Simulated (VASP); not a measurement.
Input of a VASP 6.6.1 run:

File INCAR:

```
  ALGO = Fast
  EDIFF = 1E-6
  ENCUT = 520
  GGA = PE
  ISIF = 2
  ISMEAR = 0
  LASPH = True
  LCHARG = True
  LELF = True
  LREAL = False
  LVHAR = True
  LWAVE = False
  NBANDS = 44
  NELM = 80
  PREC = Accurate
  SIGMA = 0.1
```

File KPOINTS:

```
k-points
0
Gamma
  6 6 1
```

File POSCAR:

```
Ba2Y3Si4
1.0
    3.5520318427     -0.0000000032      0.0000000000
   -1.7760159186      3.0761498124      0.0000000000
    0.0000000000      0.0000000000     33.3030617543
Ba Y Si
2 3 4
Direct
    0.0000000000      0.0000000000      0.6078780279
    0.0000000000      0.0000000000      0.3921219721
    0.0000000000      0.0000000000      0.2496387735
    0.0000000000      0.0000000000      0.7503612265
    0.3333333333      0.6666666667      0.5000000000
    0.3333333333      0.6666666667      0.1855831155
    0.3333333333      0.6666666667      0.6838878804
    0.3333333333      0.6666666667      0.3161121196
    0.3333333333      0.6666666667      0.8144168845
```

Potentials or basis: VASP PAW PBE potentials, release 64 (Ba_sv, Y_sv, Si).

Command:

```sh
$ cat potpaw_PBE.64/Ba_sv/POTCAR potpaw_PBE.64/Y_sv/POTCAR potpaw_PBE.64/Si/POTCAR > POTCAR
$ mpirun -np 1 vasp_std > vasp.out
```

Task: Predict the largest force.

Result: 0.078 eV/Å.

Task: Estimate the band gap on the k mesh.

Result: Zero (an odd number of electrons rules out a gap without spin polarisation).

Forces in eV/Å, atoms in the order of the input:
```
Ba   0.000  0.000 -0.060
Ba   0.000  0.000  0.060
Y    0.000  0.000 -0.002
Y    0.000  0.000  0.002
Y    0.000  0.000  0.000
Si   0.000  0.000 -0.004
Si   0.000  0.000  0.078
Si   0.000  0.000 -0.078
Si   0.000  0.000  0.004
```

Caveat: there is no dipole correction, which matters where the two faces differ; spin-orbit coupling is left out, which moves the levels of the heavy elements; an odd number of electrons without spin polarisation forces a metal; a magnetic or distorted state may lie lower.
